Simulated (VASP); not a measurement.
# Li5Sc (P6/mmm) in VASP: relaxation of cell and atoms with PBE

Aim: the relaxation of cell and atoms of Li5Sc with PBE.

All numbers are computed with VASP 6.6.1; they aren't measurements. Logs are shortened: lines on timing, memory, paths and dates and some standing lists are left out, and cuts for length are marked.

## (1) The cell of the first run

The structure is hexagonal, space group P6/mmm (No. 191). Conventional cell: a = 5.533 Å, b = 5.533 Å, c = 4.559 Å, α = 90.00°, β = 90.00°, γ = 120.00°. Within 3.7 Å of Li (site symmetry -6m2) lie 9 Li at 2.78 to 3.19 Å and 3 Sc at 3.19 Å. Li (site symmetry mmm) has 8 Li at 2.77 to 2.78 Å and 4 Sc at 3.58 Å within 3.6 Å. Sc (site symmetry 6/mmm) has 18 Li at 3.19 to 3.58 Å within 4.2 Å.

The cell was generated, and may not be a known phase.

## (2) Relaxation of cell and atoms, PBE

File INCAR:

```
SYSTEM = Li5Sc
ALGO = Normal
EDIFF = 1E-6
EDIFFG = -0.01
ENCUT = 600
GGA = PE
IBRION = 2
ISIF = 3
ISMEAR = 0
LASPH = .True.
LCHARG = .False.
LREAL = .False.
LWAVE = .False.
NELM = 100
NSW = 100
PREC = Accurate
SIGMA = 0.1
```

File KPOINTS:

```
k-points
0
Gamma
  12 12 8
  0 0 0
```

File POSCAR:

```
Li5Sc
1.0
    5.5326757913      0.0000000000      0.0000000000
   -2.7663378957      4.7914377862      0.0000000000
    0.0000000000      0.0000000000      4.5589851611
Li Sc
5 1
Direct
    0.3333333333      0.6666666667      0.0000000000
    0.6666666667      0.3333333333      0.0000000000
    0.5000000000      0.0000000000      0.5000000000
    0.5000000000      0.5000000000      0.5000000000
    0.0000000000      0.5000000000      0.5000000000
    0.0000000000      0.0000000000      0.0000000000
```

Potentials or basis: VASP PAW PBE potentials, release 64 (Li_sv, Sc_sv).

On the command line:

```
$ cat potpaw_PBE.64/Li_sv/POTCAR potpaw_PBE.64/Sc_sv/POTCAR > POTCAR
$ mpirun -np 1 vasp_std > vasp.out
```

OUTCAR:

```text
SYSTEM = Li5Sc
   EDIFF = 1E-6
   EDIFFG = -0.01
   ENCUT = 600
   GGA = PE
   IBRION = 2
   ISIF = 3
   ISMEAR = 0
   LASPH = .True.
   LREAL = .False.
   NELM = 100
   NSW = 100
   PREC = Accurate

 ion  position               nearest neighbor table
   1  0.333  0.667  0.000-
   2  0.667  0.333  0.000-
   3  0.500  0.000  0.500-
   4  0.500  0.500  0.500-
   5  0.000  0.500  0.500-
   6  0.000  0.000  0.000-

  LATTYP: Found a hexagonal cell.
 ALAT       =     5.5326757913
 C/A-ratio  =     0.8240109005

  Lattice vectors:

 A1 = (   5.5326757913,   0.0000000000,   0.0000000000)
 A2 = (  -2.7663378957,   4.7914377862,   0.0000000000)
 A3 = (   0.0000000000,   0.0000000000,   4.5589851611)

Analysis of symmetry for initial positions (statically):
=====================================================================
 Subroutine PRICEL returns:
 Original cell was already a primitive cell.

 Routine SETGRP: Setting up the symmetry group for a
 hexagonal supercell.

 Subroutine GETGRP returns: Found 24 space group operations
 (whereof 24 operations were pure point group operations)
 out of a pool of 24 trial point group operations.

The static configuration has the point symmetry D_6h.

Analysis of symmetry for dynamics (positions and initial velocities):
=====================================================================
 Subroutine PRICEL returns:
 Original cell was already a primitive cell.

 Routine SETGRP: Setting up the symmetry group for a
 hexagonal supercell.

 Subroutine GETGRP returns: Found 24 space group operations
 (whereof 24 operations were pure point group operations)
 out of a pool of 24 trial point group operations.

The dynamic configuration has the point symmetry D_6h.

 Subroutine INISYM returns: Found 24 space group operations
 (whereof 24 operations are pure point group operations),
 and found     1 'primitive' translations

----------------------------------------------------------------------------------------

                                     Primitive cell

  volume of cell :     120.8563

  direct lattice vectors                    reciprocal lattice vectors
     5.532675791  0.000000000  0.000000000     0.180744370  0.104352811  0.000000000
    -2.766337896  4.791437786  0.000000000     0.000000000  0.208705621  0.000000000
     0.000000000  0.000000000  4.558985161     0.000000000  0.000000000  0.219347062

  length of vectors
     5.532675791  5.532675791  4.558985161     0.208705621  0.208705621  0.219347062

  position of ions in fractional coordinates (direct lattice)
     0.333333333  0.666666667  0.000000000
     0.666666667  0.333333333  0.000000000
     0.500000000  0.000000000  0.500000000
     0.500000000  0.500000000  0.500000000
     1.000000000  0.500000000  0.500000000
     0.000000000  0.000000000  0.000000000

  ion indices of the primitive-cell ions
   primitive index   ion index
                 1           1
                 2           2
                 3           3
                 4           4
                 5           5
                 6           6

----------------------------------------------------------------------------------------

 KPOINTS: k-points

Automatic generation of k-mesh.
 Grid dimensions read from file:
 generate k-points for:   12   12    8

 Generating k-lattice:

  Cartesian coordinates                     Fractional coordinates (reciprocal lattice)
     0.015062031  0.008696068  0.000000000     0.083333333 -0.000000000  0.000000000
     0.000000000  0.017392135  0.000000000     0.000000000  0.083333333  0.000000000
     0.000000000  0.000000000  0.027418383     0.000000000  0.000000000  0.125000000

  Length of vectors
     0.017392135  0.017392135  0.027418383

  Shift w.r.t. Gamma in fractional coordinates (k-lattice)
     0.000000000  0.000000000  0.000000000

 Subroutine IBZKPT returns following result:
 ===========================================

 Found     95 irreducible k-points:

 Following reciprocal coordinates:
            Coordinates               Weight
  0.000000  0.000000  0.000000      1.000000
  0.083333  0.000000  0.000000      6.000000
  0.166667 -0.000000  0.000000      6.000000
  0.250000  0.000000  0.000000      6.000000
  0.333333 -0.000000  0.000000      6.000000
  0.416667 -0.000000  0.000000      6.000000
[... 16 lines left out ...]
  0.250000  0.000000  0.125000     12.000000
  0.333333 -0.000000  0.125000     12.000000
 [... further k-points ...]
   k-points           NKPTS =     95   k-points in BZ     NKDIM =     95   number of bands    NBANDS=     17
   number of dos      NEDOS =    301   number of ions     NIONS =      6
   total plane-waves  NPLWV =  82944
   dimension x,y,z NGX =    48 NGY =   48 NGZ =   36
   dimension x,y,z NGXF=    96 NGYF=   96 NGZF=   72
   ions per type =               5   1
   NGX,Y,Z   is equivalent  to a cutoff of  14.42, 14.42, 13.13 a.u.
   NGXF,Y,Z  is equivalent  to a cutoff of  28.85, 28.85, 26.26 a.u.
 SYSTEM =  Li5Sc
   PREC   = accura    normal or accurate (medium, high low for compatibility)
   ISTART =      0    job   : 0-new  1-cont  2-samecut
   ICHARG =      2    charge: 1-file 2-atom 10-const
   ISPIN  =      1    spin polarized calculation?
   LNONCOLLINEAR =      F non collinear calculations
   LSORBIT =      F    spin-orbit coupling
   LASPH  =      T    aspherical Exc in radial PAW
   ENCUT  =  600.0 eV  44.10 Ry    6.64 a.u.  11.05 11.05  9.11*2*pi/ulx,y,z
   NELM   =    100;   NELMIN=  2; NELMDL= -5     # of ELM steps
   EDIFF  = 0.1E-05   stopping-criterion for ELM
   LREAL  =      F    real-space projection
   EDIFFG = -.1E-01   stopping-criterion for IOM
   NSW    =    100    number of steps for IOM
   IBRION =      2    ionic relax: 0-MD 1-quasi-New 2-CG
   NFREE  =      1    steps in history (QN), initial steepest desc. (CG)
   ISIF   =      3    stress and relaxation
   ISYM   =      2    0-nonsym 1-usesym 2-fastsym
   POTIM  = 0.5000    time-step for ionic-motion
   TEBEG  =    0.0;   TEEND  =   0.0 temperature during run
   PSTRESS=    0.0 pullay stress
   NELECT =      26.0000    total number of electrons
   NUPDOWN=      -1.0000    fix difference up-down
   EMIN   =  10.00;   EMAX   =-10.00  energy-range for DOS
   EFERMI =   0.00;   METHOD = LEGACY
   ISMEAR =     0;   SIGMA  =   0.10  broadening in eV -4-tet -1-fermi 0-gaus
   EFERMI_NEDOS =   21; number of points for ismear=-14 and -15
   IALGO  =     38    algorithm
   IMIX   =      4    mixing-type and parameters
     AMIX     =   0.40;   BMIX     =  1.00
     AMIX_MAG =   1.60;   BMIX_MAG =  1.00
  volume/ion in A,a.u.               =      20.14       135.93
  Fermi-wavevector in a.u.,A,eV,Ry     =   0.980941  1.853710 13.092140  0.962245
  Thomas-Fermi vector in A             =   2.111910
   LORBIT       =      0    0 simple, 1 ext, 2 COOP (PROOUT), +10 PAW based schemes
   GGA     = PE    functional components
   LHFCALC =     F    Hartree Fock is set to
   AEXX    =    0.0000 exact exchange contribution
   IVDW    =     0    specifies the selected vdW correction
   LEPSILON=     F    determine dielectric tensor
   LRPA    =     F    only Hartree local field effects (RPA)
 conjugate gradient relaxation of ions
 non-spin polarized calculation
 Gauss-broadening in eV      SIGMA  =   0.10
  energy-cutoff  :      600.00
  volume of cell :      120.86
 maximum number of plane-waves:      4053
 NGX is ok and might be reduce to    48
   NGX = 23   NGY = 23   NGZ = 19

--------------------------------------- Ionic step        1  -------------------------------------------

 number of electron      26.0000040 magnetization

 Free energy of the ion-electron system (eV)
  ---------------------------------------------------
  ext. energy  EPLUGINS =         0.00000000
  ---------------------------------------------------
  free energy    TOTEN  =       -14.62055657 eV

  energy without entropy =      -14.59480378  energy(sigma->0) =      -14.60768017

------------------------ aborting loop because EDIFF is reached ----------------------------------------

  FORCE on cell =-STRESS in cart. coord.  units (eV):
  Direction    XX          YY          ZZ          XY          YZ          ZX
  --------------------------------------------------------------------------------------
  -------------------------------------------------------------------------------------
  Total        0.1480161      0.1480161     -0.0274387     -0.0000000      0.0000000      0.0000000
  in kB        1.9622313      1.9622313     -0.3637512     -0.0000000      0.0000000      0.0000000
  external PRESSURE =       1.1869038 kB  Pullay stress =       0.0000000 kB

 VOLUME and BASIS-vectors are now :
 -----------------------------------------------------------------------------
  energy-cutoff  :      600.00
  volume of cell :      120.86
      direct lattice vectors                 reciprocal lattice vectors
     5.532675791  0.000000000  0.000000000     0.180744370  0.104352811  0.000000000
    -2.766337896  4.791437786  0.000000000     0.000000000  0.208705621  0.000000000
     0.000000000  0.000000000  4.558985161     0.000000000  0.000000000  0.219347062
[... 201 lines left out ...]
 POSITION                                       TOTAL-FORCE (eV/Angst)
 -----------------------------------------------------------------------------------
     -0.00000      3.21027      0.00000         0.000000     -0.000000     -0.000000
      2.78017      1.60513      4.54882        -0.000000      0.000000      0.000000
      2.78017     -0.00000      2.27441        -0.000000     -0.000000      0.000000
      1.39009      2.40770      2.27441        -0.000000      0.000000      0.000000
     -1.39009      2.40770      2.27441        -0.000000     -0.000000      0.000000
      0.00000      0.00000      4.54882        -0.000000     -0.000000      0.000000
 -----------------------------------------------------------------------------------
    total drift:                                0.000000      0.000000     -0.000000

  FREE ENERGIE OF THE ION-ELECTRON SYSTEM (eV)
  ---------------------------------------------------
  free  energy   TOTEN  =       -14.6213978862 eV

  energy  without entropy=      -14.5953653656  energy(sigma->0) =      -14.60838163

--------------------------------------- Ionic step        7  -------------------------------------------

 number of electron      26.0000035 magnetization

 Free energy of the ion-electron system (eV)
  ---------------------------------------------------
  ext. energy  EPLUGINS =         0.00000000
  ---------------------------------------------------
  free energy    TOTEN  =       -14.62158305 eV

  energy without entropy =      -14.59546922  energy(sigma->0) =      -14.60852613

 E-fermi :   1.3257     XC(G=0):  -7.7584

 val. band max:        1.3209553212   @ k =   0.2500   0.0000   0.2500
 cond. band min:       1.3306448768   @ k =   0.2500   0.1667   0.5000
 fundamental gap:      0.0096895556
 Fermi energy:         1.3256832659

 k-point     1 :       0.0000    0.0000    0.0000
  band No.  band energies     occupation
      1     -49.3580      2.00000
      2     -44.8724      2.00000
      3     -44.8447      2.00000
      4     -44.8447      2.00000
      5     -44.5671      2.00000
      6     -44.5634      2.00000
[... 9 lines left out ...]
     16       2.1843      0.00000
     17       2.1843      0.00000
[... 441 lines left out ...]
 k-point    24 :       0.3333   -0.0000    0.1250
  band No.  band energies     occupation
      1     -49.3580      2.00000
      2     -44.8664      2.00000
      3     -44.8505      2.00000
      4     -44.8447      2.00000
      5     -44.5666      2.00000
      6     -44.5642      2.00000
[... 9 lines left out ...]
     16       2.0413      0.00000
     17       2.4505      0.00000

 [... further k-points ...]
[... 5 lines left out ...]
  --------------------------------------------------------------------------------------
  -------------------------------------------------------------------------------------
  Total        0.0024087      0.0024087     -0.0052410     -0.0000000     -0.0000000      0.0000000
  in kB        0.0317556      0.0317556     -0.0690956     -0.0000000     -0.0000000      0.0000000
  external PRESSURE =      -0.0018615 kB  Pullay stress =       0.0000000 kB

 VOLUME and BASIS-vectors are now :
 -----------------------------------------------------------------------------
  energy-cutoff  :      600.00
  volume of cell :      121.53
      direct lattice vectors                 reciprocal lattice vectors
     5.565616911 -0.000000000 -0.000000000     0.179674601  0.103735179 -0.000000000
    -2.782808456  4.819965633  0.000000000     0.000000000  0.207470359 -0.000000000
     0.000000000  0.000000000  4.530216119     0.000000000 -0.000000000  0.220740021

 POSITION                                       TOTAL-FORCE (eV/Angst)
 -----------------------------------------------------------------------------------
     -0.00000      3.21331      0.00000        -0.000000      0.000000      0.000000
      2.78281      1.60666      0.00000         0.000000     -0.000000     -0.000000
      2.78281     -0.00000      2.26511         0.000000     -0.000000     -0.000000
      1.39140      2.40998      2.26511         0.000000     -0.000000     -0.000000
     -1.39140      2.40998      2.26511         0.000000     -0.000000     -0.000000
      0.00000      0.00000      0.00000         0.000000     -0.000000     -0.000000
 -----------------------------------------------------------------------------------
    total drift:                               -0.000000      0.000000     -0.000000

  FREE ENERGIE OF THE ION-ELECTRON SYSTEM (eV)
  ---------------------------------------------------
  free  energy   TOTEN  =       -14.6215830457 eV

  energy  without entropy=      -14.5954692175  energy(sigma->0) =      -14.60852613

 reached required accuracy - stopping structural energy minimisation
```

It took 7.3 min on 1 thread of Intel Xeon 6975P-C (Granite Rapids), shared host; peak memory 0.43 GiB.

What came out:

```yaml
Free_energy: -14.6216 eV
Relaxed_volume: 20.25 Å³/atom
Relaxed_cell: a = 5.566 Å, b = 5.566 Å, c = 4.530 Å, α = 90.00°, β = 90.00°, γ = 120.00°
Space_group_after_relaxing_to_0.1_Å: P6/mmm (No. 191)
Energy_gained_by_relaxing: 0.2 meV/atom
Ionic_steps: 7
Pressure_after_relaxing: 0.0 GPa
Band_gap_on_the_k_mesh: zero (bands 13 and 14 overlap by 1.34 eV)
```

Step by step:
```csv
step,energy change (eV),largest force (eV/Å),pressure (GPa),volume (Å³)
1,0.0000,0.0000,0.12,120.86
2,-0.0003,0.0000,0.08,121.12
3,-0.0006,0.0000,0.00,121.56
4,-0.0005,0.0000,-0.15,122.44
5,-0.0007,0.0000,-0.05,121.89
6,-0.0008,0.0000,-0.05,121.80
7,-0.0010,0.0000,0.00,121.53
```

Final structure:
```cif
data_structure
_symmetry_space_group_name_H-M 'P 1'
_symmetry_Int_Tables_number 1
_cell_length_a 5.5656
_cell_length_b 5.5656
_cell_length_c 4.5302
_cell_angle_alpha 90.000
_cell_angle_beta 90.000
_cell_angle_gamma 120.000
_cell_volume 121.53
loop_
_atom_site_label
_atom_site_type_symbol
_atom_site_fract_x
_atom_site_fract_y
_atom_site_fract_z
_atom_site_occupancy
Li1 Li 0.33333 0.66667 0.00000 1
Li2 Li 0.66667 0.33333 0.00000 1
Li3 Li 0.50000 0.00000 0.50000 1
Li4 Li 0.50000 0.50000 0.50000 1
Li5 Li 0.00000 0.50000 0.50000 1
Sc1 Sc 0.00000 0.00000 0.00000 1
```

Caveat: the cutoff is under 1.25 times the usual one of these potentials, so pressure, stress and relaxed cells hold a basis-set (Pulay) error.
